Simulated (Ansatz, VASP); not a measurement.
## Two plane-wave programs on RbBr

```
CELL_PARAMETERS angstrom
0.00000 3.39018 3.39018
3.39018 0.00000 3.39018
3.39018 3.39018 0.00000
ATOMIC_POSITIONS crystal
Rb 0.00000 0.00000 0.00000
Br 0.50000 0.50000 0.50000
```

Alike in both runs: task single point; functional r2SCAN; k mesh 6 × 6 × 6; no spin polarisation.

|  | VASP | Ansatz |
| --- | --- | --- |
| version | VASP 6.6.1 | Ansatz 0.2.0 |
| potentials or method | VASP PAW PBE potentials, release 64 (Rb_sv, Br) | plane waves, PAW |
| plane-wave cutoff (eV) | 520 | 500 |
| occupations | gaussian, width 0.01 eV | fixed |
| valence electrons in the cell | 16 | 16 |

VASP gave:

| Item | Value |
| --- | --- |
| gap on the k mesh at the Fermi level (eV) | 5.06 |
| pressure (GPa) | 1.1 |

Problem. Which values does Ansatz return?

Solution. gap on the k mesh at the Fermi level (eV): 5.06; pressure (GPa): 1.0.

VASP's potentials were made for PBE, not for r2SCAN.
